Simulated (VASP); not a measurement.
A run of VASP 6.6.1 is set up as follows.

File INCAR:

```
  PREC = Accurate
  ENCUT = 500
  EDIFF = 1E-6
  ISMEAR = -1
  SIGMA = 0.05
  LREAL = False
  LASPH = True
  NELM = 120
  ALGO = Normal
  ISIF = 2
  LWAVE = False
  LCHARG = False
  NBANDS = 18
  GGA_COMPAT = False
```

The input KPOINTS:

```
regular mesh
0
Gamma
  6 6 6
```

File POSCAR:

```
BiTe
1.0
    0.0000000000      3.5246285768      3.5246285768
    3.5246285768      0.0000000000      3.5246285768
    3.5246285768      3.5246285768      0.0000000000
Bi Te
1 1
Direct
    0.0000000000      0.0000000000      0.0000000000
    0.2500000000      0.2500000000      0.2500000000
```

Potentials or basis: VASP PAW LDA potentials, release 64 (Bi_d, Te).

Launch:

```console
$ cat potpaw_LDA.64/Bi_d/POTCAR potpaw_LDA.64/Te/POTCAR > POTCAR
$ mpirun -np 1 vasp_std > vasp.out
```

What does it give for the band gap on the k mesh?

Zero (an odd number of electrons rules out a gap without spin polarisation).

What does it give for the pressure?

0.1 GPa.

Caveat: spin-orbit coupling is left out, which moves the levels of the heavy elements.
